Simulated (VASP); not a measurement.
Wanted: the native input for a VASP 6.6.1 run.

| Item | Value |
| --- | --- |
| Task | relaxation of cell and atoms |
| Functional | LDA |
| Potentials or basis | VASP PAW LDA potentials, release 64 (Si, Sn_d) |
| Cutoff | 600 eV |
| k mesh | 6 × 6 × 6 |
| Occupations | gaussian, width 0.1 eV |
| Spin | no spin polarisation |
| Dipole correction | no |
| Further INCAR settings | ALGO = Normal; EDIFF = 1e-07; IBRION = 2; EDIFFG = -0.05; NSW = 100; ISIF = 3 |

The structure of Si3Sn lies in POSCAR:

```
Si3Sn
1.0
    3.3915564296      0.0000000000      0.0000000000
    0.0000000000      3.3915564296      0.0000000000
    0.0000000000      0.0000000000      3.3915564296
Si Sn
3 1
Direct
    0.0000000000      0.5000000000      0.5000000000
    0.5000000000      0.0000000000      0.5000000000
    0.5000000000      0.5000000000      0.0000000000
    0.0000000000      0.0000000000      0.0000000000
```

These files were run (other wordings do the same):

INCAR

```
SYSTEM = Si3Sn
  ALGO = Normal
  EDIFF = 1E-7
  EDIFFG = -0.05
  ENCUT = 600
  GGA = CA
  IBRION = 2
  ISIF = 3
  ISMEAR = 0
  LASPH = .TRUE.
  LCHARG = .FALSE.
  LREAL = .FALSE.
  LWAVE = .FALSE.
  NELM = 100
  NSW = 100
  PREC = Accurate
  SIGMA = 0.1
```

KPOINTS

```
k-points
0
G
  6 6 6
  0 0 0
```

Potentials or basis: VASP PAW LDA potentials, release 64 (Si, Sn_d).

The run is started by

```sh
$ cat potpaw_LDA.64/Si/POTCAR potpaw_LDA.64/Sn_d/POTCAR > POTCAR
$ mpirun -np 1 vasp_std > vasp.out
```

Results of the run:

- Relaxed volume: 17.54 Å³/atom
- Relaxed cell: a = 4.124 Å, b = 4.124 Å, c = 4.124 Å, α = 90.00°, β = 90.00°, γ = 90.00°
- Space group after relaxing (to 0.05 Å): Pm-3m (No. 221)
- Energy gained by relaxing: 2366.1 meV/atom
- Ionic steps: 5
- Pressure after relaxing: 0.0 GPa
- Band gap on the k mesh: zero (band 13 reaches 11.49 eV, above the bottom of band 14 at 8.43 eV)

Caveat: the volume moved by over 15 % at a fixed basis, so the end points are rough; spin-orbit coupling is left out, which moves the levels of the heavy elements.

It took 38 s on 1 thread of Intel(R) Xeon(R) Platinum 8488C (Sapphire Rapids), with other jobs on the host, peak memory 0.15 GiB.
